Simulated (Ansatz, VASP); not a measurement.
## One calculation of ZnMo3, two programs

```xyz
4
Lattice="4.0752 0.0000 0.0000 0.0000 4.0752 0.0000 0.0000 0.0000 4.0752" Properties=species:S:1:pos:R:3 pbc="T T T"
Zn    0.0000    0.0000    0.0000
Mo    0.0000    2.0376    2.0376
Mo    2.0376    0.0000    2.0376
Mo    2.0376    2.0376    0.0000
```

Alike in both runs: task single point; functional PBE; k mesh 10 × 10 × 10; occupations gaussian, width 0.1 eV; no spin polarisation.

```csv
,VASP,Ansatz
version,VASP 6.6.1,Ansatz 0.2.0
potentials or method,"VASP PAW PBE potentials, release 64 (Zn, Mo_sv), cutoff 520 eV","scalar-relativistic, plane waves, PAW"
valence electrons in the cell,54,54
```

VASP gave:

- gap on the k mesh at the Fermi level (eV): none
- pressure (GPa): -17.7

Problem. Estimate Ansatz's values.

Solution. gap on the k mesh at the Fermi level (eV): none; pressure (GPa): -18.1.

A gap of «none» marks a metal or a gap that the smearing closes. The functional is the same, so the differences come from potentials, cutoffs and numerics.
